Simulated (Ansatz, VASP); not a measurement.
**LaHg2 in VASP and in Ansatz**

Contents of INCAR:

```
SYSTEM = LaHg2
PREC = Accurate ; ENCUT = 520
EDIFF = 1E-6 ; ISMEAR = -1
SIGMA = 0.08 ; LREAL = .False.
LASPH = .True. ; NELM = 100
ALGO = Normal ; ISIF = 2
LWAVE = .False. ; LCHARG = .False.
GGA = CA ; NBANDS = 24
```

The input KPOINTS:

```
Automatic mesh
0
Gamma
  8 8 9
  0 0 0
```

The input POSCAR:

```
LaHg2
1.0
    4.9579982887      0.0000000000      0.0000000000
   -2.4789991444      4.2937524700      0.0000000000
    0.0000000000      0.0000000000      3.6036000000
La Hg
1 2
Direct
    0.0000000000      0.0000000000      0.0000000000
    0.3333333333      0.6666666667      0.5000000000
    0.6666666667      0.3333333333      0.5000000000
```

Input for Ansatz:

```yaml
crystal:
  lattice:
    - [4.9579982887, 0.0, 0.0]
    - [-2.4789991444, 4.29375247, 0.0]
    - [0.0, 0.0, 3.6036]
  atoms:
    - { symbol: La, position: [0.0, 0.0, 0.0] }
    - { symbol: Hg, position: [0.3333333333, 0.6666666667, 0.5] }
    - { symbol: Hg, position: [0.6666666667, 0.3333333333, 0.5] }
kpoints:
  mp_grid: { grid: [8, 8, 9] }
  band_path:
    path:
      - [0.0, 0.0, 0.0]
      - [0.5, 0.0, 0.0]
      - [0.3333333333, 0.3333333333, 0.0]
      - [0.0, 0.0, 0.0]
      - [0.0, 0.0, 0.5]
      - [0.5, 0.0, 0.5]
      - [0.3333333333, 0.3333333333, 0.5]
      - [0.0, 0.0, 0.5]
      - [0.5, 0.0, 0.5]
    npoints: 5
scf:
  occupations: { method: fermi_dirac, width: 0.08 }
hamiltonian:
  xc: lda
  pseudopotentials: { kind: all_electron, lapw: { basis_error: 0.001 } }
output:
  forces: true
  stress: true
  eigenvalues: true
```

Change from the starting cell: zz strain of -1 %.

Alike in both runs: task single point; functional LDA; k mesh 8 × 8 × 9; occupations fermi-dirac, width 0.08 eV; no spin polarisation.

|  | VASP | Ansatz |
| --- | --- | --- |
| version | VASP 6.6.1 | Ansatz 0.2.0 |
| potentials or method | VASP PAW LDA potentials, release 64 (La, Hg), cutoff 520 eV | all-electron LAPW, scalar-relativistic |

```tsv
	VASP	Ansatz	Ansatz less VASP
pressure (GPa)	-2.1	-2.6	-0.43
traceless stress, the component that is largest in VASP (GPa)	-0.79	-0.51	+0.282
```

LDA's correlation is that of Perdew and Zunger in VASP and of Perdew and Wang (1992) in Ansatz. Ansatz ran all-electron here, and VASP with PAW potentials.

Neither program's run includes spin-orbit coupling.
